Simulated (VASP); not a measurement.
## Be3H2: relaxation of cell and atoms with PBE

Crystal: Be3H2.

```
Be H
1.0
     2.29519    0.00000    0.00000
    -1.14760    1.98770    0.00000
     0.00000    0.00000    7.45167
Be H
3 2
Direct
  0.00000 0.00000 0.00000
  0.66667 0.33333 0.24824
  0.33333 0.66667 0.75176
  0.66667 0.33333 0.63177
  0.33333 0.66667 0.36823
```

| Property | Result |
| --- | --- |
| Program | VASP 6.6.1 |
| Task | relaxation of cell and atoms |
| Functional | PBE |
| Potentials or basis | VASP PAW PBE potentials, release 64 (Be, H) |
| Cutoff | 600 eV |
| k mesh | 18 × 18 × 6 |
| Occupations | gaussian, width 0.1 eV |
| Spin | no spin polarisation |
| Dipole correction | no |
| Further INCAR settings | ALGO = Normal; EDIFF = 1e-06; IBRION = 2; EDIFFG = -0.01; NSW = 100; ISIF = 3 |

```
Relaxed volume                         : 6.81 Å³/atom
Relaxed cell                           : a = 2.296 Å, b = 2.296 Å, c = 7.456 Å, α = 90.00°, β = 90.00°, γ = 120.00°
Space group after relaxing (to 0.05 Å) : P-3m1 (No. 164)
Energy gained by relaxing              : 0.0 meV/atom
Ionic steps                            : 3
Pressure after relaxing                : 0.0 GPa
Largest force after relaxing           : 0.007 eV/Å
Band gap on the k mesh                 : zero (band 4 reaches 5.12 eV, above the bottom of band 5 at 4.47 eV)
```

Forces in eV/Å, atoms in the order of the input:
```
Be   0.000  0.000  0.000
Be   0.000  0.000  0.001
Be   0.000  0.000 -0.001
H    0.000  0.000 -0.007
H    0.000  0.000  0.007
```

Stress tensor (GPa, compression positive):
```
 0.04  0.00  0.00
 0.00  0.04  0.00
 0.00  0.00 -0.13
```

Final structure:
```
Be H
1.0
     2.29617    0.00000    0.00000
    -1.14808    1.98854    0.00000
     0.00000    0.00000    7.45584
Be H
3 2
Direct
  0.00000 0.00000 0.00000
  0.66667 0.33333 0.24861
  0.33333 0.66667 0.75139
  0.66667 0.33333 0.63176
  0.33333 0.66667 0.36824
```

Levels at points of the mesh, in eV from the Fermi level:
```csv
k point,band 1,band 2,band 3,band 4,band 5,band 6,band 7,band 8
"(0.00, 0.00, 0.00)",-11.64,-10.22,-8.66,-4.78,1.74,10.28,10.76,16.17
"(0.50, 0.00, 0.00)",-5.98,-5.64,-2.95,-0.56,-0.30,2.81,4.15,5.32
"(0.00, 0.00, 0.50)",-11.35,-10.93,-7.58,-5.87,4.23,5.22,16.11,16.14
"(0.50, 0.00, 0.50)",-5.84,-5.79,-2.93,-0.99,0.47,2.81,3.73,4.61
```

Wall time 36 s on 1 thread of Intel(R) Xeon(R) 6975P-C (Granite Rapids), on a shared host, peak memory 0.19 GiB.
